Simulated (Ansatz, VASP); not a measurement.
Ni3Pt: VASP beside Ansatz

```
Ni Pt
1.0
     3.30771    0.00000    0.00000
     0.00000    3.30771    0.00000
     0.00000    0.00000    3.30771
Ni Pt
3 1
Direct
  0.50000 0.00000 0.50000
  0.00000 0.50000 0.50000
  0.50000 0.50000 0.00000
  0.00000 0.00000 0.00000
```

Change from the starting cell: volume scaled by 0.76, no spin polarisation, PAW files.

Alike in both runs: task single point; functional LDA; k mesh 9 × 9 × 9; occupations fermi-dirac, width 0.05 eV; no spin polarisation.

```csv
,VASP,Ansatz
version,VASP 6.6.1,Ansatz 0.2.0
potentials or method,"VASP PAW LDA potentials, release 64 (Ni, Pt)","PAW with Ansatz's default frozen-core files, scalar-relativistic"
plane-wave cutoff (eV),520,420
valence electrons in the cell,40,72
```

VASP gave:

| Property | Result |
| --- | --- |
| pressure (GPa) | 100.7 |

Problem. Which values does Ansatz return?

Solution. Pressure (GPa): 100.2.

LDA's correlation is that of Perdew and Zunger in VASP and of Perdew and Wang (1992) in Ansatz. Both programs put the cell under a high pressure, so it lies far from rest at this level. VASP's potentials hold 40 valence electrons a cell and Ansatz's 72, so a difference there can come from the potentials and not from the codes.

Neither program's run includes spin-orbit coupling. Noted on VASP's run: the cell as given lies far from equilibrium.
